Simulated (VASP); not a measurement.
Runs of VASP 6.6.1 on CsSbSI2. The structure is that of space group P4/mmm (No. 123), or close to it. The cells are those of the table. 

```tsv
task	level	potentials or basis	cell	k mesh	smearing	gap on the mesh (eV)	pressure (GPa)
single point	PBE	VASP PAW PBE potentials, release 64 (Cs_sv, Sb, S, I)	a = 6.343, b = 6.343, c = 5.102 Å, 5 atoms	2 × 2 × 4	gaussian 0.1 eV	none	-0.1
single point	PBE+D3(BJ)	VASP PAW PBE potentials, release 64 (Cs_sv, Sb, S, I)	a = 6.322, b = 6.322, c = 5.085 Å, 5 atoms	2 × 2 × 4	gaussian 0.1 eV	none	-1.0
single point	LDA	VASP PAW LDA potentials, release 64 (Cs_sv, Sb, S, I)	a = 6.322, b = 6.322, c = 5.085 Å, 5 atoms	1 × 1 × 1	gaussian 0.1 eV	2.61	(a)
single point	PBE	VASP PAW PBE potentials, release 64 (Cs_sv, Sb, S, I)	a = 6.322, b = 6.322, c = 5.085 Å, 5 atoms	1 × 1 × 1	gaussian 0.1 eV	2.95	1.8
single point	PBE	VASP PAW PBE potentials, release 64 (Cs_sv, Sb, S, I)	a = 6.322, b = 6.322, c = 5.085 Å, 5 atoms	2 × 2 × 4	fermi-dirac 0.25852 eV	none	(b)
relaxation of the atoms	PBE	VASP PAW PBE potentials, release 64 (Cs_sv, Sb, S, I)	atoms relaxed from a = 6.322, b = 6.322, c = 5.085 Å, 5 atoms	1 × 1 × 1	gaussian 0.1 eV	2.95	1.8
```

Alike in all rows: no spin polarisation; cutoff (eV) 520.

**Question.** Estimate the missing entries.

**Answer.** (a) -0.4; (b) 0.3.

Caveats: all runs use coarse meshes; spin-orbit coupling is left out, which moves the levels of the heavy elements; pairwise dispersion overbinds metals, which lowers pressure and volume (some runs); the relaxation stopped at its first step, so nothing moved (some runs).

A k mesh can miss the band edges, and the runs leave out spin-orbit coupling on Cs, I, Sb.

A gap of «none» marks levels without a gap at the run's occupations.
